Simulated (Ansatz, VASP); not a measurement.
**Two plane-wave programs on BeS**

```
CELL_PARAMETERS angstrom
0.00000 2.42894 2.42894
2.42894 0.00000 2.42894
2.42894 2.42894 0.00000
ATOMIC_POSITIONS crystal
Be 0.00000 0.00000 0.00000
S 0.25000 0.25000 0.25000
```

Alike in both runs: task single point; functional PBE; k mesh 8 × 8 × 8; occupations gaussian, width 0.02 eV; no spin polarisation.

|  | VASP | Ansatz |
| --- | --- | --- |
| version | VASP 6.6.1 | Ansatz 0.2.0 |
| potentials or method | VASP PAW PBE potentials, release 64 (Be, S), cutoff 600 eV | scalar-relativistic, plane waves, PAW |
| valence electrons in the cell | 8 | 8 |

Ansatz gave:

| Quantity | Value |
| --- | --- |
| gap on the k mesh at the Fermi level (eV) | 3.12 |
| least direct gap on the mesh (eV) | 5.66 |
| pressure (GPa) | 1.0 |

Task: What did VASP give for the same quantities?

Result: gap on the k mesh at the Fermi level (eV): 3.12; least direct gap on the mesh (eV): 5.67; pressure (GPa): 1.1.
